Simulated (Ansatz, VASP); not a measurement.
Two plane-wave programs on Be2ZnO3

```
CELL_PARAMETERS angstrom
2.49320 -4.36870 0.03703
2.49320 4.36870 0.03703
-1.59220 0.00000 4.66014
ATOMIC_POSITIONS crystal
Be 0.57908 0.41082 0.99963
Be 0.26205 0.74614 0.00011
Be 0.41082 0.57908 0.49963
Be 0.74614 0.26205 0.50011
Zn 0.90859 0.08373 0.99152
Zn 0.08373 0.90859 0.49152
O 0.50242 0.66097 0.86137
O 0.26172 0.04464 0.90668
O 0.87123 0.41862 0.86569
O 0.66097 0.50242 0.36137
O 0.04464 0.26172 0.40668
O 0.41862 0.87123 0.36569
```

Alike in both runs: functional PBE; k mesh 3 × 3 × 3; occupations gaussian, width 0.15 eV; no spin polarisation.

Ansatz relaxed the structure, and its values are those at the end. VASP's run is a single point on that final structure, the one shown.

|  | VASP | Ansatz |
| --- | --- | --- |
| version | VASP 6.6.1 | Ansatz 0.2.0 |
| potentials or method | VASP PAW PBE potentials, release 64 (Be, Zn, O), cutoff 520 eV | scalar-relativistic, plane waves, PAW |
| valence electrons in the cell | 68 | 68 |

|  | VASP | Ansatz | Ansatz less VASP |
| --- | --- | --- | --- |
| gap on the k mesh at the Fermi level (eV) | 3.55 | 3.55 | +0.005 |
| least direct gap on the mesh (eV) | 3.55 | 3.55 | +0.005 |
| pressure (GPa) | 0.5 | -0.2 | -0.73 |
| rms of the force components (eV/Å) | 0.038 | 0.027 | -0.0115 |

The functional is the same, so the differences come from potentials, cutoffs and numerics.

The k mesh is coarse, so the values compare programs but aren't converged.
